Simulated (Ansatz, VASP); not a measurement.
BN: VASP beside Ansatz

File INCAR:

```
SYSTEM = BN
PREC     = Accurate       ! precision mode
ENCUT    = 520            ! plane-wave cutoff, eV
EDIFF    = 1E-7           ! SCF threshold, eV
ISMEAR   = 0              ! smearing method
SIGMA    = 0.05           ! smearing width, eV
LREAL    = .FALSE.        ! projectors in reciprocal space
LASPH    = .TRUE.         ! aspherical terms in the spheres
NELM     = 60             ! most SCF steps
ALGO     = Normal         ! electronic algorithm
ISIF     = 2              ! what is computed and relaxed
LWAVE    = .FALSE.        ! write WAVECAR
LCHARG   = .FALSE.        ! write CHGCAR
GGA      = PE             ! functional
NBANDS   = 11             ! bands
```

File KPOINTS:

```
Automatic mesh
0
G
  12 12 12
  0 0 0
```

POSCAR

```
BN
1.0
    0.0000000000      1.8557424569      1.7254695090
    1.7254695090      0.0000000000      1.7254695090
    1.7254695090      1.8557424569      0.0000000000
B N
1 1
Direct
    0.0000000000      0.0000000000      0.0000000000
    0.7500000000      0.7500000000      0.7500000000
```

Input for Ansatz:

```yaml
crystal:
  lattice:
    - [0.0, 1.8557424569, 1.725469509]
    - [1.725469509, 0.0, 1.725469509]
    - [1.725469509, 1.8557424569, 0.0]
  atoms:
    - { symbol: B, position: [0.0, 0.0, 0.0] }
    - { symbol: "N", position: [0.75, 0.75, 0.75] }
basis:
  ecutwfc: 520.0
kpoints:
  mp_grid: { grid: [12, 12, 12] }
hamiltonian:
  xc: pbe
scf:
  occupations: { method: gaussian, width: 0.05 }
output:
  forces: true
  stress: true
  eigenvalues: true
```

Alike in both runs: task single point; functional PBE; k mesh 12 × 12 × 12; occupations gaussian, width 0.05 eV; no spin polarisation.

```csv
,VASP,Ansatz
version,VASP 6.6.1,Ansatz 0.2.0
potentials or method,"VASP PAW PBE potentials, release 64 (B, N), cutoff 520 eV","scalar-relativistic, plane waves, PAW"
valence electrons in the cell,8,8
```

Ansatz gave:

* gap on the k mesh at the Fermi level (eV): 3.84
* least direct gap on the mesh (eV): 8.74

**Question.** Estimate VASP's values.

**Answer.** gap on the k mesh at the Fermi level (eV): 3.83; least direct gap on the mesh (eV): 8.73.
